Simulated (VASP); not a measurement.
# ZnIrC4N4 (P-43m) in VASP: notebook

The runs below take ZnIrC4N4 through single point, with PBE.

All numbers are computed with VASP 6.6.1; they aren't measurements. Logs are shortened: lines on timing, memory, paths and dates and some standing lists are left out, and cuts for length are marked.

### 1 The cell of the first run

Symmetry: P-43m, No. 215, cubic system. The conventional cell has a = 5.883 Å, b = 5.883 Å, c = 5.883 Å, α = 90.00°, β = 90.00°, γ = 90.00°. Within 2.7 Å of Zn (site symmetry -43m) lie 4 N at 2.01 Å. Within 2.5 Å of Ir (site symmetry -43m) lie 4 C at 1.92 Å. Within 1.6 Å of C (site symmetry 3m) lie 1 N at 1.17 Å. Within 1.6 Å of N (site symmetry 3m) lie 1 C at 1.17 Å.

### 2 Single point, PBE, collinear spin

Input file INCAR:

```
SYSTEM = ZnIrC4N4
PREC = Accurate
ENCUT = 520
EDIFF = 1E-6
ISMEAR = 0
SIGMA = 0.1
LREAL = .FALSE.
LASPH = .TRUE.
NELM = 150
ALGO = Normal
ISIF = 2
LWAVE = .FALSE.
LCHARG = .FALSE.
ISPIN = 2
MAGMOM = 0 1 0 0 0 0 0 0 0 0
LORBIT = 11
LMAXMIX = 4
GGA = PE
NBANDS = 44
```

Input file KPOINTS:

```
Automatic mesh
0
G
  4 4 4
  0 0 0
```

Input file POSCAR:

```
ZnIrC4N4
1.0
    5.8826218900      0.0000000000      0.0000000000
    0.0000000000      5.8826218900      0.0000000000
    0.0000000000      0.0000000000      5.8826218900
Zn Ir C N
1 1 4 4
Direct
    0.5000000000      0.5000000000      0.5000000000
    0.0000000000      0.0000000000      0.0000000000
    0.1881440800      0.1881440800      0.1881440800
    0.1881440800      0.8118559200      0.8118559200
    0.8118559200      0.1881440800      0.8118559200
    0.8118559200      0.8118559200      0.1881440800
    0.3029738000      0.3029738000      0.3029738000
    0.3029738000      0.6970262000      0.6970262000
    0.6970262000      0.3029738000      0.6970262000
    0.6970262000      0.6970262000      0.3029738000
```

Potentials or basis: VASP PAW PBE potentials, release 64 (Zn, Ir, C, N).

Started as:

```bash
cat potpaw_PBE.64/Zn/POTCAR potpaw_PBE.64/Ir/POTCAR potpaw_PBE.64/C/POTCAR potpaw_PBE.64/N/POTCAR > POTCAR
mpirun -np 1 vasp_std > vasp.out
```

OUTCAR:

```text
SYSTEM = ZnIrC4N4
   PREC = Accurate
   ENCUT = 520
   EDIFF = 1E-6
   ISMEAR = 0
   LREAL = .FALSE.
   LASPH = .TRUE.
   NELM = 150
   ISIF = 2
   ISPIN = 2
   LORBIT = 11
   GGA = PE

 ion  position               nearest neighbor table
   1  0.500  0.500  0.500-   7 2.01   8 2.01   9 2.01  10 2.01
   2  0.000  0.000  0.000-   3 1.92   4 1.92   5 1.92   6 1.92
   3  0.188  0.188  0.188-   7 1.17   2 1.92
   4  0.188  0.812  0.812-   8 1.17   2 1.92
   5  0.812  0.188  0.812-   9 1.17   2 1.92
   6  0.812  0.812  0.188-  10 1.17   2 1.92
   7  0.303  0.303  0.303-   3 1.17   1 2.01
   8  0.303  0.697  0.697-   4 1.17   1 2.01
   9  0.697  0.303  0.697-   5 1.17   1 2.01
  10  0.697  0.697  0.303-   6 1.17   1 2.01

  LATTYP: Found a simple cubic cell.
 ALAT       =     5.8826218900

  Lattice vectors:

 A1 = (   5.8826218900,   0.0000000000,   0.0000000000)
 A2 = (   0.0000000000,   5.8826218900,   0.0000000000)
 A3 = (   0.0000000000,   0.0000000000,   5.8826218900)

Analysis of symmetry for initial positions (statically):
=====================================================================
 Subroutine PRICEL returns:
 Original cell was already a primitive cell.

 Routine SETGRP: Setting up the symmetry group for a
 simple cubic supercell.

 Subroutine GETGRP returns: Found 24 space group operations
 (whereof 24 operations were pure point group operations)
 out of a pool of 48 trial point group operations.

The static configuration has the point symmetry T_d .

Analysis of symmetry for dynamics (positions and initial velocities):
=====================================================================
 Subroutine PRICEL returns:
 Original cell was already a primitive cell.

 Routine SETGRP: Setting up the symmetry group for a
 simple cubic supercell.

 Subroutine GETGRP returns: Found 24 space group operations
 (whereof 24 operations were pure point group operations)
 out of a pool of 48 trial point group operations.

The dynamic configuration has the point symmetry T_d .

Analysis of structural, dynamic, and magnetic symmetry:
=====================================================================
 Subroutine PRICEL returns:
 Original cell was already a primitive cell.

 Routine SETGRP: Setting up the symmetry group for a
 simple cubic supercell.

 Subroutine GETGRP returns: Found 24 space group operations
 (whereof 24 operations were pure point group operations)
 out of a pool of 48 trial point group operations.

The overall configuration has the point symmetry T_d .

 Subroutine INISYM returns: Found 24 space group operations
 (whereof 24 operations are pure point group operations),
 and found     1 'primitive' translations

----------------------------------------------------------------------------------------

                                     Primitive cell

  volume of cell :     203.5695

  direct lattice vectors                    reciprocal lattice vectors
     5.882621890  0.000000000  0.000000000     0.169992228  0.000000000  0.000000000
     0.000000000  5.882621890  0.000000000     0.000000000  0.169992228  0.000000000
     0.000000000  0.000000000  5.882621890     0.000000000  0.000000000  0.169992228

  length of vectors
     5.882621890  5.882621890  5.882621890     0.169992228  0.169992228  0.169992228

  position of ions in fractional coordinates (direct lattice)
     0.500000000  0.500000000  0.500000000
     0.000000000  0.000000000  0.000000000
     0.188144080  0.188144080  0.188144080
     0.188144080  0.811855920  0.811855920
     0.811855920  0.188144080  0.811855920
     0.811855920  0.811855920  0.188144080
     0.302973800  0.302973800  0.302973800
     0.302973800  0.697026200  0.697026200
     0.697026200  0.302973800  0.697026200
     0.697026200  0.697026200  0.302973800

  ion indices of the primitive-cell ions
   primitive index   ion index
                 1           1
                 2           2
                 3           3
                 4           4
                 5           5
                 6           6
                 7           7
                 8           8
                 9           9
                10          10

[... 48 lines left out ...]
   ISTART =      0    job   : 0-new  1-cont  2-samecut
   ICHARG =      2    charge: 1-file 2-atom 10-const
   ISPIN  =      2    spin polarized calculation?
   LNONCOLLINEAR =      F non collinear calculations
   LSORBIT =      F    spin-orbit coupling
   LASPH  =      T    aspherical Exc in radial PAW
   ENCUT  =  520.0 eV  38.22 Ry    6.18 a.u.  10.94 10.94 10.94*2*pi/ulx,y,z
   NELM   =    150;   NELMIN=  2; NELMDL= -5     # of ELM steps
   EDIFF  = 0.1E-05   stopping-criterion for ELM
   LREAL  =      F    real-space projection
   EDIFFG = 0.1E-04   stopping-criterion for IOM
   NSW    =      0    number of steps for IOM
   IBRION =     -1    ionic relax: 0-MD 1-quasi-New 2-CG
   NFREE  =      0    steps in history (QN), initial steepest desc. (CG)
   ISIF   =      2    stress and relaxation
   ISYM   =      2    0-nonsym 1-usesym 2-fastsym
   POTIM  = 0.5000    time-step for ionic-motion
   TEBEG  =    0.0;   TEEND  =   0.0 temperature during run
   PSTRESS=    0.0 pullay stress
   NELECT =      57.0000    total number of electrons
   NUPDOWN=      -1.0000    fix difference up-down
   EMIN   =  10.00;   EMAX   =-10.00  energy-range for DOS
   EFERMI =   0.00;   METHOD = LEGACY
   ISMEAR =     0;   SIGMA  =   0.10  broadening in eV -4-tet -1-fermi 0-gaus
   EFERMI_NEDOS =   21; number of points for ismear=-14 and -15
   IALGO  =     38    algorithm
   IMIX   =      4    mixing-type and parameters
     AMIX     =   0.40;   BMIX     =  1.00
     AMIX_MAG =   1.60;   BMIX_MAG =  1.00
  volume/ion in A,a.u.               =      20.36       137.38
  Fermi-wavevector in a.u.,A,eV,Ry     =   1.071015  2.023925 15.606875  1.147073
  Thomas-Fermi vector in A             =   2.206742
   LORBIT       =     11    0 simple, 1 ext, 2 COOP (PROOUT), +10 PAW based schemes
   GGA     = PE    functional components
   LHFCALC =     F    Hartree Fock is set to
   AEXX    =    0.0000 exact exchange contribution
   IVDW    =     0    specifies the selected vdW correction
   LEPSILON=     F    determine dielectric tensor
   LRPA    =     F    only Hartree local field effects (RPA)
 spin polarized calculation
 Gauss-broadening in eV      SIGMA  =   0.10
  energy-cutoff  :      520.00
  volume of cell :      203.57
 maximum number of plane-waves:      5520
 NGX is ok and might be reduce to    48
   NGX = 21   NGY = 21   NGZ = 21

 number of electron      56.9999991 magnetization       2.9993288

 Free energy of the ion-electron system (eV)
  ---------------------------------------------------
  ext. energy  EPLUGINS =         0.00000000
  ---------------------------------------------------
  free energy    TOTEN  =       -75.54455606 eV

  energy without entropy =      -75.54441503  energy(sigma->0) =      -75.54448554

 E-fermi :  -0.8818     XC(G=0):  -7.3339

 val. band max:       -1.0844519769   @ k =   0.5000   0.5000   0.0000
 cond. band min:      -0.7076997470   @ k =   0.0000   0.0000   0.0000
 fundamental gap:      0.3767522299
 Fermi energy:        -0.8818001601

 spin component 1

 k-point     1 :       0.0000    0.0000    0.0000
  band No.  band energies     occupation
      1     -18.8564      1.00000
      2     -18.7215      1.00000
      3     -18.7215      1.00000
      4     -18.7215      1.00000
      5     -10.1913      1.00000
      6      -9.1929      1.00000
[... 419 lines left out ...]
     39       4.8730      0.00000
     40       6.3004      0.00000
 Fermi energy:        -0.8818001601

 spin component 2

 k-point     1 :       0.0000    0.0000    0.0000
  band No.  band energies     occupation
      1     -18.6372      1.00000
      2     -18.5030      1.00000
      3     -18.5030      1.00000
      4     -18.5030      1.00000
      5      -9.8248      1.00000
      6      -8.8680      1.00000
[... 419 lines left out ...]
     39       5.0488      0.00000
     40       6.5119      0.00000
 [bands above 40 left out]

------------------------ aborting loop because EDIFF is reached ----------------------------------------

  FORCE on cell =-STRESS in cart. coord.  units (eV):
  Direction    XX          YY          ZZ          XY          YZ          ZX
  --------------------------------------------------------------------------------------
  -------------------------------------------------------------------------------------
  Total        3.3039604      3.3039604      3.3039604      0.0000000      0.0000000     -0.0000000
  in kB       26.0035480     26.0035480     26.0035480      0.0000000      0.0000000     -0.0000000
  external PRESSURE =      26.0035480 kB  Pullay stress =       0.0000000 kB

 VOLUME and BASIS-vectors are now :
 -----------------------------------------------------------------------------
  energy-cutoff  :      520.00
  volume of cell :      203.57
      direct lattice vectors                 reciprocal lattice vectors
     5.882621890  0.000000000  0.000000000     0.169992228  0.000000000  0.000000000
     0.000000000  5.882621890  0.000000000     0.000000000  0.169992228  0.000000000
     0.000000000  0.000000000  5.882621890     0.000000000  0.000000000  0.169992228

 POSITION                                       TOTAL-FORCE (eV/Angst)
 -----------------------------------------------------------------------------------
      2.94131      2.94131      2.94131        -0.000000      0.000000     -0.000000
      0.00000      0.00000      0.00000        -0.000000      0.000000      0.000000
      1.10678      1.10678      1.10678         0.155151      0.155151      0.155151
      1.10678      4.77584      4.77584         0.155151     -0.155151     -0.155151
      4.77584      1.10678      4.77584        -0.155151      0.155151     -0.155151
      4.77584      4.77584      1.10678        -0.155151     -0.155151      0.155151
      1.78228      1.78228      1.78228         0.792103      0.792103      0.792103
      1.78228      4.10034      4.10034         0.792103     -0.792103     -0.792103
      4.10034      1.78228      4.10034        -0.792103      0.792103     -0.792103
      4.10034      4.10034      1.78228        -0.792103     -0.792103      0.792103
 -----------------------------------------------------------------------------------
    total drift:                               -0.000000     -0.000000     -0.000000

  FREE ENERGIE OF THE ION-ELECTRON SYSTEM (eV)
  ---------------------------------------------------
  free  energy   TOTEN  =       -75.5445560613 eV

  energy  without entropy=      -75.5444150282  energy(sigma->0) =      -75.54448554

 total charge

# of ion       s       p       d       tot
------------------------------------------
    1        0.416   0.481   9.852  10.749
    2        0.780   1.015   7.104   8.899
    3        0.944   1.667   0.000   2.611
    4        0.944   1.667   0.000   2.611
    5        0.944   1.667   0.000   2.611
    6        0.944   1.667   0.000   2.611
    7        1.292   2.594   0.000   3.885
    8        1.292   2.594   0.000   3.885
    9        1.292   2.594   0.000   3.885
   10        1.292   2.594   0.000   3.885
--------------------------------------------------
tot         10.138  18.540  16.955  45.633

 magnetization (x)

# of ion       s       p       d       tot
------------------------------------------
    1        0.001   0.002   0.017   0.020
    2        0.013   0.389   0.968   1.370
    3        0.019   0.017   0.000   0.036
    4        0.019   0.017   0.000   0.036
    5        0.019   0.017   0.000   0.036
    6        0.019   0.017   0.000   0.036
    7        0.009   0.145   0.000   0.153
    8        0.009   0.145   0.000   0.153
    9        0.009   0.145   0.000   0.153
   10        0.009   0.145   0.000   0.153
--------------------------------------------------
tot          0.126   1.037   0.985   2.149
```

Run time: 3.5 min. Hardware: 1 thread of Intel Xeon Platinum 8259CL at 2.50GHz (Skylake/Cascade Lake), shared host; peak memory 0.49 GiB.

Results:

| Property | Result |
| --- | --- |
| Free energy | -75.5446 eV |
| Pressure | 2.6 GPa |
| Largest force | 1.372 eV/Å |
| Band gap on the k mesh | 0.38 eV (least direct gap 0.65 eV) |
| Net moment | 3.00 μB per cell |
| Site moments | Zn +0.02; Ir +1.37; C +0.04; N +0.15 μB |
| Valence electrons inside the program's atomic spheres | Zn 10.75; Ir 8.90; C 2.61; N 3.88 |

Forces in eV/Å, atoms in the order of the input:
```
Zn   0.000  0.000  0.000
Ir   0.000  0.000  0.000
C    0.155  0.155  0.155
C    0.155 -0.155 -0.155
C   -0.155  0.155 -0.155
C   -0.155 -0.155  0.155
N    0.792  0.792  0.792
N    0.792 -0.792 -0.792
N   -0.792  0.792 -0.792
N   -0.792 -0.792  0.792
```

Levels at points of the mesh, in eV from the valence-band top:
Spin up:
```csv
k point,band 27,band 28,band 29,band 30,band 31,band 32,band 33,band 34
"(0.00, 0.00, 0.00)",-2.01,-0.45,-0.45,-0.45,5.03,5.03,5.03,5.09
"(0.50, 0.00, 0.00)",-1.88,-0.24,-0.06,-0.06,4.25,4.25,4.74,5.08
"(0.50, 0.50, 0.00)",-1.84,-0.22,0.00,0.00,4.37,4.37,4.61,5.03
"(0.50, 0.50, 0.50)",-1.87,-0.26,-0.26,-0.26,4.98,4.98,4.98,5.22
```
Spin down:
```csv
k point,band 23,band 24,band 25,band 26,band 27,band 28,band 29,band 30,band 31,band 32
"(0.00, 0.00, 0.00)",-3.15,-3.15,-3.15,-1.58,-1.58,0.38,0.38,0.38,5.27,5.41
"(0.50, 0.00, 0.00)",-3.45,-3.17,-3.17,-1.56,-1.45,0.60,0.79,0.79,4.53,4.53
"(0.50, 0.50, 0.00)",-3.20,-3.20,-3.15,-1.52,-1.41,0.65,0.85,0.85,4.62,4.62
"(0.50, 0.50, 0.50)",-3.21,-3.21,-3.21,-1.45,-1.45,0.59,0.59,0.59,5.30,5.30
```

Caveat: spin-orbit coupling is left out, which moves the levels of the heavy elements; forces of over 1 eV/Å act on the atoms, so gaps and moduli don't describe the material at rest.

### 3 Single point, PBE, collinear spin

This run uses another cell than the first one, of 20.52 Å³/atom.

Input file INCAR:

```
  ALGO = Normal
  EDIFF = 1E-6
  ENCUT = 520
  GGA = PE
  ISIF = 2
  ISMEAR = 0
  ISPIN = 2
  LASPH = T
  LCHARG = F
  LMAXMIX = 4
  LORBIT = 11
  LREAL = F
  LWAVE = F
  MAGMOM = 0 1 0 0 0 0 0 0 0 0
  NBANDS = 44
  NELM = 150
  PREC = Accurate
  SIGMA = 0.1
```

Input file KPOINTS:

```
k-points
0
Gamma
  4 4 4
```

Input file POSCAR:

```
ZnIrC4N4
1.0
    5.8983853350      0.0000000000      0.0000000000
    0.0000000000      5.8983853350      0.0000000000
    0.0000000000      0.0000000000      5.8983853350
Zn Ir C N
1 1 4 4
Direct
    0.5000000000      0.5000000000      0.5000000000
    0.0000000000      0.0000000000      0.0000000000
    0.1930454512      0.1930454512      0.1930454512
    0.1930454512      0.8069545488      0.8069545488
    0.8069545488      0.1930454512      0.8069545488
    0.8069545488      0.8069545488      0.1930454512
    0.3078729203      0.3078729203      0.3078729203
    0.3078729203      0.6921270797      0.6921270797
    0.6921270797      0.3078729203      0.6921270797
    0.6921270797      0.6921270797      0.3078729203
```

Potentials or basis: VASP PAW PBE potentials, release 64 (Zn, Ir, C, N).

Started as:

```bash
cat potpaw_PBE.64/Zn/POTCAR potpaw_PBE.64/Ir/POTCAR potpaw_PBE.64/C/POTCAR potpaw_PBE.64/N/POTCAR > POTCAR
mpirun -np 1 vasp_std > vasp.out
```

Run time: 5.3 min. Hardware: 1 thread of Intel Xeon Platinum 8259CL at 2.50GHz (Skylake/Cascade Lake), shared host; peak memory 0.48 GiB.

The run converged. Its results:

```
Free energy                                           : -75.7246 eV
Pressure                                              : 0.6 GPa
Largest force                                         : 0.292 eV/Å
Band gap on the k mesh                                : 0.46 eV (least direct gap 0.70 eV)
Net moment                                            : 3.00 μB per cell
Site moments                                          : Zn +0.02; Ir +1.48; C +0.04; N +0.13 μB
Valence electrons inside the program's atomic spheres : Zn 10.85; Ir 8.61; C 2.58; N 3.89
```

Forces on the atoms (eV/Å):
```
Zn   0.000  0.000  0.000
Ir   0.000  0.000  0.000
C   -0.146 -0.146 -0.146
C   -0.146  0.146  0.146
C    0.146 -0.146  0.146
C    0.146  0.146 -0.146
N    0.169  0.169  0.169
N    0.169 -0.169 -0.169
N   -0.169  0.169 -0.169
N   -0.169 -0.169  0.169
```

Levels at points of the mesh, in eV from the valence-band top:
Spin up:
```tsv
k point	band 27	band 28	band 29	band 30	band 31	band 32	band 33	band 34
(0.00, 0.00, 0.00)	-1.87	-0.43	-0.43	-0.43	4.87	4.87	4.87	5.16
(0.50, 0.00, 0.00)	-1.77	-0.24	-0.04	-0.04	4.28	4.28	4.82	4.98
(0.50, 0.50, 0.00)	-1.74	-0.20	0.00	0.00	4.44	4.44	4.68	4.97
(0.50, 0.50, 0.50)	-1.77	-0.26	-0.26	-0.26	5.07	5.07	5.07	5.07
```
Spin down:
| k point | band 25 | band 26 | band 27 | band 28 | band 29 | band 30 |
| --- | --- | --- | --- | --- | --- | --- |
| (0.00, 0.00, 0.00) | -2.95 | -1.42 | -1.41 | 0.46 | 0.46 | 0.46 |
| (0.50, 0.00, 0.00) | -3.02 | -1.41 | -1.30 | 0.66 | 0.87 | 0.87 |
| (0.50, 0.50, 0.00) | -3.05 | -1.38 | -1.29 | 0.73 | 0.91 | 0.91 |
| (0.50, 0.50, 0.50) | -3.12 | -1.33 | -1.33 | 0.66 | 0.66 | 0.66 |

Caveat: spin-orbit coupling is left out, which moves the levels of the heavy elements. A k mesh can miss the band edges.
